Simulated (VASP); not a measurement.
Crystal: BaTe.

```xyz
2
Lattice="0.0000 3.4326 3.4326 3.4326 0.0000 3.4326 3.4326 3.4326 0.0000" Properties=species:S:1:pos:R:3 pbc="T T T"
Ba    0.0000    0.0000    0.0000
Te    3.4326    3.4326    3.4326
```

This cell differs from its parent crystal: volume scaled by 1.02.

Base run:

```yaml
Program: VASP 6.6.1
Functional: PBEsol
Potentials_or_basis: VASP PAW PBE potentials, release 64 (Ba_sv, Te)
Cutoff: 520 eV
k_mesh: 7 × 7 × 7
Occupations: fermi-dirac, width 0.05 eV
Spin: no spin polarisation
```

Its results: band gap on the k mesh 1.34 eV, indirect (least direct gap 1.73 eV); pressure 1.6 GPa.

**Question.** The run is repeated on the same cell with these changes: functional from PBEsol to PBE. What comes out?

**Answer.** Band gap on the k mesh 1.43 eV, indirect (least direct gap 1.81 eV); pressure 3.4 GPa.

PBE binds less tightly than PBEsol, so the same cell stands under more pressure.

Caveats: spin-orbit coupling is left out, which moves the levels of the heavy elements; the PAW data sets were made with another functional, which shifts forces and pressure a little (some runs).

A k mesh can miss the band edges.
